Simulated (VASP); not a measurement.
Crystal: C.

```xyz
5
Lattice="2.4558 1.4178 1.4559 -2.4558 1.4178 1.4559 0.0000 -2.8357 1.4559" Properties=species:S:1:pos:R:3 pbc="T T T"
C     0.0000    0.0000    1.4393
C     0.0000    0.0000    2.9283
C     0.5510    1.4178    1.4559
C    -1.5034   -0.2318    1.4559
C     0.9524   -1.1861    1.4559
```

| Item | Value |
| --- | --- |
| Program | VASP 6.6.1 |
| Task | relaxation of cell and atoms |
| Functional | PBE |
| Potentials or basis | VASP PAW PBE potentials, release 64 (C) |
| Cutoff | 600 eV |
| k mesh | 6 × 6 × 6 |
| Occupations | gaussian, width 0.1 eV |
| Spin | no spin polarisation |

At the start: pressure 49.3 GPa; volume 6.08 Å³/atom.

Problem. How do energy, volume and symmetry change on relaxing?

Solution. Over 16 steps the energy falls by 378.8 meV/atom and the volume is 6.87 Å³/atom (+13.0 %); space group R32 (No. 155, to 0.05 Å).

Step by step:
```csv
step,energy change (eV),largest force (eV/Å),pressure (GPa),volume (Å³)
1,0.0000,5.1211,49.35,30.42
2,-0.7091,3.4547,-20.65,39.43
3,-1.7680,0.5543,0.84,35.10
4,-1.7724,0.3489,2.38,34.88
5,-1.7724,0.3439,3.07,34.79
6,-1.7971,2.0266,-0.54,35.49
7,-1.8162,0.9967,0.49,35.23
8,-1.8453,0.3090,-7.29,35.70
9,-1.8465,0.2566,-6.01,35.62
10,-1.8836,0.1906,-2.88,34.96
11,-1.8915,0.2715,-0.63,34.55
12,-1.8915,0.2843,-0.40,34.51
13,-1.8881,0.6208,-1.15,34.31
14,-1.8937,0.0764,-0.71,34.43
15,-1.8940,0.0488,0.49,34.31
16,-1.8942,0.0025,0.05,34.35
```

Final structure:
```
C
1.0
     2.63903    1.52365    1.42398
    -2.63903    1.52365    1.42398
     0.00000   -3.04729    1.42398
C
5
Direct
  0.33057 0.33057 0.33057
  0.66943 0.66943 0.66943
  0.58392 0.41608 0.00000
  0.00000 0.58392 0.41608
  0.41608 0.00000 0.58392
```
